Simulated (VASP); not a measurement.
# Zn7S8 (a cell with a defect) in VASP: single point with PBE

Aim: the single point of Zn7S8 (a cell with a defect) with PBE.

All numbers are computed with VASP 6.6.1; they aren't measurements. Logs are shortened: lines on timing, memory, paths and dates and some standing lists are left out, and cuts for length are marked.

**1. The cell of the first run**

The cell holds a defect, 15 atoms: a = 7.697 Å, b = 7.697 Å, c = 7.697 Å, α = 60.00°, β = 60.00°, γ = 60.00°.

**2. Single point, PBE**

Input file INCAR:

```
ALGO = Normal
EDIFF = 1E-7
ENCUT = 520
GGA = PE
ISIF = 2
ISMEAR = 0
LASPH = T
LCHARG = F
LREAL = Auto
LWAVE = F
NBANDS = 79
NELECT = 134.0
NELM = 60
PREC = Accurate
SIGMA = 0.02
```

Input file KPOINTS:

```
k-points
0
Gamma
  2 2 2
```

Input file POSCAR:

```
Zn7S8
1.0
    0.0000000000      5.4423086079     -5.4423086079
    5.4423086079      5.4423086079      0.0000000000
    5.4423086079      0.0000000000     -5.4423086079
Zn S
7 8
Direct
    0.4606685656      0.2893320856      0.4606680144
    0.9472925685      0.5210054601      0.5106962321
    1.0369866736     -0.0256647519      0.5143426626
    0.5106961402      0.5210055519      0.9472922929
    0.5143423870     -0.0256646600      1.0369867655
    0.9947565252      0.4965738246      0.9947565252
    0.9947564334      0.0139129376      0.9947564334
    0.1368633339      0.1131364545      0.1368635176
    0.1145395355      0.6354603807      0.1145395355
    0.6185997970      0.1462925125      0.1425815873
    0.6185997970      0.5925259357      0.1425815873
    0.1425816792      0.1462924206      0.6185998889
    0.1425815873      0.5925259357      0.6185997970
    0.6700478166      0.0799528346      0.6700480003
    0.5966872212      0.6533133742      0.5966870374
```

Potentials or basis: VASP PAW PBE potentials, release 64 (Zn, S).

Launch:

```bash
> cat potpaw_PBE.64/Zn/POTCAR potpaw_PBE.64/S/POTCAR > POTCAR
> mpirun -np 1 vasp_std > vasp.out
```

OUTCAR:

```text
EDIFF = 1E-7
   ENCUT = 520
   GGA = PE
   ISIF = 2
   ISMEAR = 0
   LASPH = T
   LREAL = Auto
   NELECT = 134.0
   NELM = 60
   PREC = Accurate

 ion  position               nearest neighbor table
   1  0.461  0.289  0.461-  14 2.28  11 2.66  13 2.66  10 2.66  12 2.66
   2  0.947  0.521  0.511-  15 2.21  13 2.41  12 2.41   9 2.50
   3  0.037  0.974  0.514-  14 2.32   8 2.38  13 2.42  12 2.42
   4  0.511  0.521  0.947-  15 2.21  10 2.41  11 2.41   9 2.50
   5  0.514  0.974  0.037-  14 2.32   8 2.38  10 2.42  11 2.42
   6  0.995  0.497  0.995-  11 2.37  13 2.37   9 2.38   8 2.42
   7  0.995  0.014  0.995-  12 2.37  10 2.37   9 2.38   8 2.42
   8  0.137  0.113  0.137-   5 2.38   3 2.38   6 2.42   7 2.42
   9  0.115  0.635  0.115-   7 2.38   6 2.38   4 2.50   2 2.50
  10  0.619  0.146  0.143-   7 2.37   4 2.41   5 2.42   1 2.66
  11  0.619  0.593  0.143-   6 2.37   4 2.41   5 2.42   1 2.66
  12  0.143  0.146  0.619-   7 2.37   2 2.41   3 2.42   1 2.66
  13  0.143  0.593  0.619-   6 2.37   2 2.41   3 2.42   1 2.66
  14  0.670  0.080  0.670-   1 2.28   5 2.32   3 2.32
  15  0.597  0.653  0.597-   4 2.21   2 2.21

  LATTYP: Found a face centered cubic cell.
 ALAT       =    10.8846172158

  Lattice vectors:

 A1 = (   0.0000000000,   5.4423086079,  -5.4423086079)
 A2 = (   5.4423086079,   5.4423086079,   0.0000000000)
 A3 = (   5.4423086079,   0.0000000000,  -5.4423086079)

Analysis of symmetry for initial positions (statically):
=====================================================================
 Subroutine PRICEL returns:
 Original cell was already a primitive cell.

 Routine SETGRP: Setting up the symmetry group for a
 face centered cubic supercell.

 Subroutine GETGRP returns: Found  4 space group operations
 (whereof  2 operations were pure point group operations)
 out of a pool of 48 trial point group operations.

The static configuration has the point symmetry C_1h.
 The point group associated with its full space group is C_2v.

Analysis of symmetry for dynamics (positions and initial velocities):
=====================================================================
 Subroutine PRICEL returns:
 Original cell was already a primitive cell.

 Routine SETGRP: Setting up the symmetry group for a
 face centered cubic supercell.

 Subroutine GETGRP returns: Found  4 space group operations
 (whereof  2 operations were pure point group operations)
 out of a pool of 48 trial point group operations.

The dynamic configuration has the point symmetry C_1h.
 The point group associated with its full space group is C_2v.

 Subroutine INISYM returns: Found  4 space group operations
 (whereof  2 operations are pure point group operations),
 and found     1 'primitive' translations

----------------------------------------------------------------------------------------

                                     Primitive cell

  volume of cell :     322.3885

  direct lattice vectors                    reciprocal lattice vectors
     0.000000000  5.442308608 -5.442308608    -0.091872776  0.091872776 -0.091872776
     5.442308608  5.442308608  0.000000000     0.091872776  0.091872776  0.091872776
     5.442308608  0.000000000 -5.442308608     0.091872776 -0.091872776 -0.091872776

  length of vectors
     7.696586644  7.696586644  7.696586644     0.159128316  0.159128316  0.159128316

  position of ions in fractional coordinates (direct lattice)
     0.460668566  0.289332086  0.460668014
     0.947292569  0.521005460  0.510696232
     0.036986674  0.974335248  0.514342663
     0.510696140  0.521005552  0.947292293
     0.514342387  0.974335340  0.036986766
     0.994756525  0.496573825  0.994756525
     0.994756433  0.013912938  0.994756433
     0.136863334  0.113136455  0.136863518
     0.114539536  0.635460381  0.114539536
     0.618599797  0.146292512  0.142581587
     0.618599797  0.592525936  0.142581587
     0.142581679  0.146292421  0.618599889
     0.142581587  0.592525936  0.618599797
     0.670047817  0.079952835  0.670048000
     0.596687221  0.653313374  0.596687037

  ion indices of the primitive-cell ions
   primitive index   ion index
                 1           1
                 2           2
                 3           3
                 4           4
                 5           5
                 6           6
                 7           7
                 8           8
                 9           9
                10          10
                11          11
                12          12
                13          13
                14          14
                15          15

----------------------------------------------------------------------------------------

 KPOINTS: k-points

Automatic generation of k-mesh.
 Grid dimensions read from file:
 generate k-points for:    2    2    2

 Generating k-lattice:

  Cartesian coordinates                     Fractional coordinates (reciprocal lattice)
    -0.045936388  0.045936388 -0.045936388     0.500000000  0.000000000  0.000000000
     0.045936388  0.045936388  0.045936388     0.000000000  0.500000000  0.000000000
     0.045936388 -0.045936388 -0.045936388     0.000000000  0.000000000  0.500000000

  Length of vectors
     0.079564158  0.079564158  0.079564158

  Shift w.r.t. Gamma in fractional coordinates (k-lattice)
     0.000000000  0.000000000  0.000000000

 Subroutine IBZKPT returns following result:
 ===========================================

 Found      5 irreducible k-points:

 Following reciprocal coordinates:
            Coordinates               Weight
  0.000000  0.000000  0.000000      1.000000
  0.500000  0.000000  0.000000      2.000000
  0.000000  0.500000  0.000000      2.000000
  0.500000  0.500000  0.000000      2.000000
  0.500000  0.000000  0.500000      1.000000
   k-points           NKPTS =      5   k-points in BZ     NKDIM =      5   number of bands    NBANDS=     79
   number of dos      NEDOS =    301   number of ions     NIONS =     15
   total plane-waves  NPLWV = 216000
   dimension x,y,z NGX =    60 NGY =   60 NGZ =   60
   dimension x,y,z NGXF=   120 NGYF=  120 NGZF=  120
   ions per type =               7   8
   NGX,Y,Z   is equivalent  to a cutoff of  12.96, 12.96, 12.96 a.u.
   NGXF,Y,Z  is equivalent  to a cutoff of  25.92, 25.92, 25.92 a.u.
 SYSTEM =  unknown system
   PREC   = accura    normal or accurate (medium, high low for compatibility)
   ISTART =      0    job   : 0-new  1-cont  2-samecut
   ICHARG =      2    charge: 1-file 2-atom 10-const
   ISPIN  =      1    spin polarized calculation?
   LNONCOLLINEAR =      F non collinear calculations
   LSORBIT =      F    spin-orbit coupling
   LASPH  =      T    aspherical Exc in radial PAW
   ENCUT  =  520.0 eV  38.22 Ry    6.18 a.u.  14.31 14.31 14.31*2*pi/ulx,y,z
   NELM   =     60;   NELMIN=  2; NELMDL= -5     # of ELM steps
   EDIFF  = 0.1E-06   stopping-criterion for ELM
   LREAL  =      T    real-space projection
   EDIFFG = 0.1E-05   stopping-criterion for IOM
   NSW    =      0    number of steps for IOM
   IBRION =     -1    ionic relax: 0-MD 1-quasi-New 2-CG
   NFREE  =      0    steps in history (QN), initial steepest desc. (CG)
   ISIF   =      2    stress and relaxation
   ISYM   =      2    0-nonsym 1-usesym 2-fastsym
   POTIM  = 0.5000    time-step for ionic-motion
   TEBEG  =    0.0;   TEEND  =   0.0 temperature during run
   PSTRESS=    0.0 pullay stress
   NELECT =     134.0000    total number of electrons
   NUPDOWN=      -1.0000    fix difference up-down
   EMIN   =  10.00;   EMAX   =-10.00  energy-range for DOS
   EFERMI =   0.00;   METHOD = LEGACY
   ISMEAR =     0;   SIGMA  =   0.02  broadening in eV -4-tet -1-fermi 0-gaus
   EFERMI_NEDOS =   21; number of points for ismear=-14 and -15
   IALGO  =     38    algorithm
   IMIX   =      4    mixing-type and parameters
     AMIX     =   0.40;   BMIX     =  1.00
     AMIX_MAG =   1.60;   BMIX_MAG =  1.00
  volume/ion in A,a.u.               =      21.49       145.04
  Fermi-wavevector in a.u.,A,eV,Ry     =   1.221753  2.308778 20.309136  1.492679
  Thomas-Fermi vector in A             =   2.356924
   LORBIT       =      0    0 simple, 1 ext, 2 COOP (PROOUT), +10 PAW based schemes
   GGA     = PE    functional components
   LHFCALC =     F    Hartree Fock is set to
   AEXX    =    0.0000 exact exchange contribution
   IVDW    =     0    specifies the selected vdW correction
   LEPSILON=     F    determine dielectric tensor
   LRPA    =     F    only Hartree local field effects (RPA)
 non-spin polarized calculation
 Gauss-broadening in eV      SIGMA  =   0.02
  energy-cutoff  :      520.00
  volume of cell :      322.39
 maximum number of plane-waves:      8694
 NGX is ok and might be reduce to    60
   NGX = 29   NGY = 29   NGZ = 29

 number of electron     133.9999971 magnetization

 Free energy of the ion-electron system (eV)
  ---------------------------------------------------
  ext. energy  EPLUGINS =         0.00000000
  ---------------------------------------------------
  free energy    TOTEN  =       -44.76286678 eV

  energy without entropy =      -44.76286678  energy(sigma->0) =      -44.76286678

 E-fermi :   2.6626     XC(G=0):  -9.3916

 val. band max:        2.5480468636   @ k =   0.0000   0.0000   0.0000
 cond. band min:       2.7717780098   @ k =   0.0000   0.0000   0.0000
 fundamental gap:      0.2237311462
 Fermi energy:         2.6626179331

 k-point     1 :       0.0000    0.0000    0.0000
  band No.  band energies     occupation
      1     -11.3052      2.00000
      2     -10.5693      2.00000
      3     -10.3850      2.00000
      4     -10.3162      2.00000
      5     -10.2276      2.00000
      6      -9.9531      2.00000
[... 71 lines left out ...]
     78       6.9849      0.00000
     79       7.6066      0.00000

 k-point     2 :       0.5000    0.0000    0.0000
  band No.  band energies     occupation
      1     -11.0715      2.00000
      2     -10.6908      2.00000
      3     -10.5319      2.00000
      4     -10.2980      2.00000
      5     -10.1072      2.00000
      6     -10.0915      2.00000
[... 71 lines left out ...]
     78       7.3410      0.00000
     79       7.6743      0.00000

 k-point     3 :       0.0000    0.5000    0.0000
  band No.  band energies     occupation
      1     -11.0228      2.00000
      2     -10.7829      2.00000
      3     -10.4336      2.00000
      4     -10.3002      2.00000
      5     -10.2499      2.00000
      6     -10.0678      2.00000
[... 71 lines left out ...]
     78       7.2906      0.00000
     79       7.7256      0.00000

 k-point     4 :       0.5000    0.5000    0.0000
  band No.  band energies     occupation
      1     -10.9447      2.00000
      2     -10.7273      2.00000
      3     -10.4223      2.00000
      4     -10.4023      2.00000
      5     -10.2750      2.00000
      6     -10.1814      2.00000
[... 71 lines left out ...]
     78       7.2946      0.00000
     79       7.4316      0.00000

 k-point     5 :       0.5000    0.0000    0.5000
  band No.  band energies     occupation
      1     -10.9372      2.00000
      2     -10.7715      2.00000
      3     -10.4594      2.00000
      4     -10.4101      2.00000
      5     -10.2469      2.00000
      6     -10.0397      2.00000
[... 71 lines left out ...]
     78       7.4226      0.00000
     79       7.8868      0.00000

------------------------ aborting loop because EDIFF is reached ----------------------------------------

  FORCE on cell =-STRESS in cart. coord.  units (eV):
  Direction    XX          YY          ZZ          XY          YZ          ZX
  --------------------------------------------------------------------------------------
  -------------------------------------------------------------------------------------
  Total       10.1907195     10.1907195     13.2904779     -0.9596318      0.0000000      0.0000000
  in kB       50.6449257     50.6449257     66.0498276     -4.7690921      0.0000000      0.0000000
  external PRESSURE =      55.7798930 kB  Pullay stress =       0.0000000 kB

 VOLUME and BASIS-vectors are now :
 -----------------------------------------------------------------------------
  energy-cutoff  :      520.00
  volume of cell :      322.39
      direct lattice vectors                 reciprocal lattice vectors
     0.000000000  5.442308608 -5.442308608    -0.091872776  0.091872776 -0.091872776
     5.442308608  5.442308608  0.000000000     0.091872776  0.091872776  0.091872776
     5.442308608  0.000000000 -5.442308608     0.091872776 -0.091872776 -0.091872776

 POSITION                                       TOTAL-FORCE (eV/Angst)
 -----------------------------------------------------------------------------------
      4.08173      4.08173     -5.01420        -0.000000     -0.000000     -0.010204
      5.61484      7.99093     -7.93482         0.003284     -0.003284      0.014847
      8.10184      5.50393     -3.00050         0.008805     -0.008805     -0.002534
      7.99093      5.61484     -7.93482        -0.003284      0.003284      0.014847
      5.50393      8.10184     -3.00050        -0.008805      0.008805     -0.002534
      8.11628      8.11628    -10.82754        -0.007990     -0.007990     -0.002140
      5.48949      5.48949    -10.82754         0.007990      0.007990     -0.002140
      1.36058      1.36058     -1.48971        -0.000000     -0.000000      0.011629
      4.08173      4.08173     -1.24672        -0.000000     -0.000000     -0.013668
      1.57214      4.16278     -4.14258         0.001252     -0.020151     -0.006046
      4.00068      6.59132     -4.14258         0.020151     -0.001252     -0.006046
      4.16278      1.57214     -4.14259        -0.020151      0.001252     -0.006046
      6.59132      4.00068     -4.14258        -0.001252      0.020151     -0.006046
      4.08174      4.08173     -7.29321         0.000000      0.000000      0.003151
      6.80289      6.80289     -6.49471        -0.000000     -0.000000      0.012931
 -----------------------------------------------------------------------------------
    total drift:                               -0.008427     -0.008249     -0.001426

  FREE ENERGIE OF THE ION-ELECTRON SYSTEM (eV)
  ---------------------------------------------------
  free  energy   TOTEN  =       -44.7628667809 eV

  energy  without entropy=      -44.7628667809  energy(sigma->0) =      -44.76286678
```

It took 13 min on 1 thread of AMD EPYC 7R13 (Zen 3), shared host; peak memory 0.46 GiB.

What came out:

```
Free energy   : -44.7629 eV
Largest force : 0.021 eV/Å
```

Forces in eV/Å, atoms in the order of the input:
```
Zn   0.000  0.000 -0.010
Zn   0.003 -0.003  0.015
Zn   0.009 -0.009 -0.003
Zn  -0.003  0.003  0.015
Zn  -0.009  0.009 -0.003
Zn  -0.008 -0.008 -0.002
Zn   0.008  0.008 -0.002
S    0.000  0.000  0.012
S    0.000  0.000 -0.014
S    0.001 -0.020 -0.006
S    0.020 -0.001 -0.006
S   -0.020  0.001 -0.006
S   -0.001  0.020 -0.006
S    0.000  0.000  0.003
S    0.000  0.000  0.013
```

Caveat: the k points lie up to 0.50 Å⁻¹ apart; the cell carries a net charge on a neutralising background, which shifts energy and pressure; the cell is charged against a uniform background, so pressure and absolute levels hang on convention.
